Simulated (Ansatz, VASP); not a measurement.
# Two plane-wave programs on B5P

The input INCAR:

```
SYSTEM = B5P
PREC = Accurate ; ENCUT = 500
EDIFF = 1E-7 ; ISMEAR = 0
SIGMA = 0.2 ; LREAL = .FALSE.
LASPH = .TRUE. ; NELM = 120
ALGO = Normal ; ISIF = 3
LWAVE = .FALSE. ; LCHARG = .FALSE.
GGA = PE ; IBRION = 2
NSW = 36 ; EDIFFG = -0.08
GGA_COMPAT = .FALSE. ; NELMIN = 4
```

KPOINTS

```
regular mesh
0
G
  4 4 4
  0 0 0
```

Contents of POSCAR:

```
B5P
1.0
    4.4774672400      0.0000000000      0.0000000000
   -2.2387336200      3.8776003800      0.0000000000
    0.0000000000      0.0000000000      3.6762654800
B P
5 1
Direct
    0.5000000000      0.0000000000      0.5000000000
    0.5000000000      0.5000000000      0.5000000000
    0.0000000000      0.5000000000      0.5000000000
    0.3333333300      0.6666666700      0.0000000000
    0.6666666700      0.3333333300      0.0000000000
    0.0000000000      0.0000000000      0.0000000000
```

Input for Ansatz:

```yaml
crystal:
  lattice:
    - [4.47746724, 0.0, 0.0]
    - [-2.23873362, 3.87760038, 0.0]
    - [0.0, 0.0, 3.67626548]
  atoms:
    - { symbol: B, position: [0.5, 0.0, 0.5] }
    - { symbol: B, position: [0.5, 0.5, 0.5] }
    - { symbol: B, position: [0.0, 0.5, 0.5] }
    - { symbol: B, position: [0.33333333, 0.66666667, 0.0] }
    - { symbol: B, position: [0.66666667, 0.33333333, 0.0] }
    - { symbol: P, position: [0.0, 0.0, 0.0] }
basis:
  ecutwfc: 420
kpoints:
  mp_grid: { grid: [4, 4, 4] }
hamiltonian:
  xc: pbe
scf:
  occupations: { method: gaussian, width: 0.2 }
  lower_state_search: "off"
output:
  forces: true
  stress: true
  eigenvalues: true
relax:
  adjacent_minimum: "off"
  f_tol: 0.08
  max_steps: 16
  cell: { stress_tol: 0.8 }
```

Change from the starting cell: species swapped into the LuNi5 type (P6/mmm, No. 191).

Alike in both runs: task relaxation of cell and atoms; functional PBE; k mesh 4 × 4 × 4; occupations gaussian, width 0.2 eV; no spin polarisation.

|  | VASP | Ansatz |
| --- | --- | --- |
| version | VASP 6.6.1 | Ansatz 0.2.0 |
| potentials or method | VASP PAW PBE potentials, release 64 (B, P), cutoff 500 eV | scalar-relativistic, plane waves, PAW |
| valence electrons in the cell | 20 | 20 |

```tsv
	VASP	Ansatz	Ansatz less VASP
gap on the k mesh at the Fermi level, each at its own relaxed structure (eV)	none	none	-
relaxed volume (Å³/atom)	7.69	7.70	+0.011
relaxed cell length with the largest relative difference (Å)	4.332	4.335	+0.0031
```

A gap of «none» marks a metal or a gap that the smearing closes.

The k mesh is coarse, so the values compare programs but aren't converged. Noted on VASP's run: the volume moved by over 15 % at a fixed basis, so the end points are rough; too few bands were computed for a metal, which touches its energy and stress.
